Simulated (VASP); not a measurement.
Input of a VASP 6.6.1 run:

File INCAR:

```
SYSTEM = AlAs
PREC     = Accurate       ! precision mode
ENCUT    = 400            ! plane-wave cutoff, eV
EDIFF    = 1E-8           ! SCF threshold, eV
ISMEAR   = -1             ! smearing method
SIGMA    = 0.05           ! smearing width, eV
LREAL    = .False.        ! projectors in reciprocal space
LASPH    = .True.         ! aspherical terms in the spheres
NELM     = 120            ! most SCF steps
ALGO     = Normal         ! electronic algorithm
ISIF     = 2              ! what is computed and relaxed
LWAVE    = .False.        ! write WAVECAR
LCHARG   = .False.        ! write CHGCAR
GGA      = PE             ! functional
LEFG     = .True.       
NBANDS   = 11             ! bands
GGA_COMPAT= .False.
```

The input KPOINTS:

```
Automatic mesh
0
Gamma
  10 10 10
  0 0 0
```

The input POSCAR:

```
AlAs
1.0
    0.0000000000      2.8859121326      2.8859121326
    2.8859121326      0.0000000000      2.8859121326
    2.8859121326      2.8859121326      0.0000000000
Al As
1 1
Direct
    0.0000000000      0.0000000000      0.0000000000
    0.7500000000      0.7500000000      0.7500000000
```

Potentials or basis: VASP PAW PBE potentials, release 64 (Al, As).

Command:

```sh
$ cat potpaw_PBE.64/Al/POTCAR potpaw_PBE.64/As/POTCAR > POTCAR
$ mpirun -np 1 vasp_std > vasp.out
```

Question: Estimate the band gap on the k mesh.

Answer: 1.53 eV (least direct gap 1.61 eV).

Question: Predict the pressure.

Answer: -1.3 GPa.

A k mesh can miss the band edges.
